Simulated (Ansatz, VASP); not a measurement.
NbBiF: VASP beside Ansatz

The input INCAR:

```
ALGO = Fast ; EDIFF = 1E-7
EDIFFG = -0.04 ; ENCUT = 600
GGA = PE ; IBRION = 2
ISIF = 3 ; ISMEAR = 0
LASPH = True ; LCHARG = False
LREAL = False ; LWAVE = False
NELM = 80 ; NSW = 90
PREC = Accurate ; SIGMA = 0.1
```

KPOINTS

```
k-points
0
Gamma
  6 6 4
```

Contents of POSCAR:

```
NbBiF
1.0
    3.3418959700      0.0000000000      0.0000000000
    0.0000000000      3.3418959700      0.0000000000
    0.0000000000      0.0000000000      5.3670995700
Nb Bi F
1 1 1
Direct
    0.0000000000      0.0000000000      0.0000000000
    0.5000000000      0.5000000000      0.5000000000
    0.0000000000      0.0000000000      0.5000000000
```

Input for Ansatz:

```yaml
crystal:
  lattice:
    - [3.34189597, 0.0, 0.0]
    - [0.0, 3.34189597, 0.0]
    - [0.0, 0.0, 5.36709957]
  atoms:
    - { symbol: Nb, position: [0.0, 0.0, 0.0] }
    - { symbol: Bi, position: [0.5, 0.5, 0.5] }
    - { symbol: F, position: [0.0, 0.0, 0.5] }
basis:
  ecutwfc: 420
kpoints:
  mp_grid: { grid: [6, 6, 4] }
hamiltonian:
  xc: pbe
scf:
  occupations: { method: gaussian, width: 0.1 }
  lower_state_search: "off"
output:
  forces: true
  stress: true
  eigenvalues: true
relax:
  adjacent_minimum: "off"
  f_tol: 0.04
  max_steps: 70
  cell: { stress_tol: 0.4 }
```

Alike in both runs: task relaxation of cell and atoms; functional PBE; k mesh 6 × 6 × 4; occupations gaussian, width 0.1 eV; no spin polarisation.

```csv
,VASP,Ansatz
version,VASP 6.6.1,Ansatz 0.2.0
potentials or method,"VASP PAW PBE potentials, release 64 (Nb_sv, Bi_d, F), cutoff 600 eV","scalar-relativistic, plane waves, PAW"
valence electrons in the cell,35,35
```

|  | VASP | Ansatz | Ansatz less VASP |
| --- | --- | --- | --- |
| gap on the k mesh at the Fermi level, each at its own relaxed structure (eV) | none | none | - |
| relaxed volume (Å³/atom) | 20.68 | 20.81 | +0.135 |
| relaxed length of the cell vector where the two differ most in proportion (Å) | 3.934 | 3.947 | +0.0136 |

A gap of «none» marks a metal or a gap that the smearing closes.

Spin-orbit coupling is off throughout.
